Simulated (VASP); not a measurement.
Wanted: the native input for a VASP 6.6.1 run.

```yaml
Task: single point
Functional: PBE
Potentials_or_basis: VASP PAW PBE potentials, release 64 (B, N)
Cutoff: 520 eV
k_mesh: 12 × 12 × 12
Occupations: gaussian, width 0.01 eV
Spin: no spin polarisation
Dipole_correction: no
Further_INCAR_settings: ALGO = Normal; EDIFF = 1e-06; NBANDS = 11
```

The structure of BN lies in POSCAR:

```
BN
1.0
    0.0000000000      1.8123386229      1.8123386229
    1.8123386229      0.0000000000      1.8123386229
    1.8123386229      1.8123386229      0.0000000000
B N
1 1
Direct
    0.0000000000      0.0000000000      0.0000000000
    0.7500000000      0.7500000000      0.7500000000
```

The input as run:

INCAR

```
SYSTEM = BN
PREC     = Accurate       ! precision mode
ENCUT    = 520            ! plane-wave cutoff, eV
EDIFF    = 1E-6           ! SCF threshold, eV
ISMEAR   = 0              ! smearing method
SIGMA    = 0.01           ! smearing width, eV
LREAL    = .FALSE.        ! projectors in reciprocal space
LASPH    = .TRUE.         ! aspherical terms in the spheres
NELM     = 80             ! most SCF steps
ALGO     = Normal         ! electronic algorithm
ISIF     = 2              ! what is computed and relaxed
LWAVE    = .FALSE.        ! write WAVECAR
LCHARG   = .FALSE.        ! write CHGCAR
GGA      = PE             ! functional
NBANDS   = 11             ! bands
```

KPOINTS

```
Automatic mesh
0
G
  12 12 12
  0 0 0
```

Potentials or basis: VASP PAW PBE potentials, release 64 (B, N).

Launch:

```bash
$ cat potpaw_PBE.64/B/POTCAR potpaw_PBE.64/N/POTCAR > POTCAR
$ mpirun -np 1 vasp_std > vasp.out
```

Results of the run:

```
Pressure               : 0.2 GPa
Band gap on the k mesh : 4.45 eV, indirect (least direct gap 8.78 eV)
```

Run time: 4.4 s on 1 thread of AMD EPYC 9R45 96-Core Processor (Zen 5), on a shared host, peak memory 0.09 GiB.
